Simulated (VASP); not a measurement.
Input of a VASP 6.6.1 run:

Contents of INCAR:

```
PREC = Accurate
ENCUT = 500
EDIFF = 1E-7
ISMEAR = -1
SIGMA = 0.15
LREAL = False
LASPH = True
NELM = 120
ALGO = Normal
ISIF = 3
LWAVE = False
LCHARG = False
GGA = PE
IBRION = 2
NSW = 80
EDIFFG = -0.001
GGA_COMPAT = False
NELMIN = 4
```

The input KPOINTS:

```
Automatic mesh
0
Gamma
  18 18 10
```

File POSCAR:

```
Ti
1.0
    2.9385821062      0.0000000000      0.0000000000
   -1.4692910531      2.5448867551      0.0000000000
    0.0000000000      0.0000000000      4.6504271809
Ti
2
Direct
    0.3333333333      0.6666666667      0.2500000000
    0.6666666667      0.3333333333      0.7500000000
```

Potentials or basis: VASP PAW PBE potentials, release 64 (Ti_sv).

Run with:

```bash
$ cat potpaw_PBE.64/Ti_sv/POTCAR > POTCAR
$ mpirun -np 1 vasp_std > vasp.out
```

Question: Estimate the relaxed volume.

Answer: 17.41 Å³/atom.

Question: What does it give for the space group after relaxing (to 0.05 Å)?

Answer: P6_3/mmc (No. 194).

Question: What does it give for the band gap on the k mesh?

Answer: Zero (band 12 reaches 9.09 eV, above the bottom of band 13 at 7.98 eV).

Question: Estimate the relaxed cell.

Answer: a = 2.938 Å, b = 2.938 Å, c = 4.659 Å, α = 90.00°, β = 90.00°, γ = 120.00°.

Final structure:
```yaml
crystal:
  lattice:
    - [2.93770, 0.00000, 0.00000]
    - [-1.46885, 2.54412, 0.00000]
    - [0.00000, 0.00000, 4.65944]
  atoms:
    - { symbol: Ti, position: [0.33333, 0.66667, 0.25000] }
    - { symbol: Ti, position: [0.66667, 0.33333, 0.75000] }
```
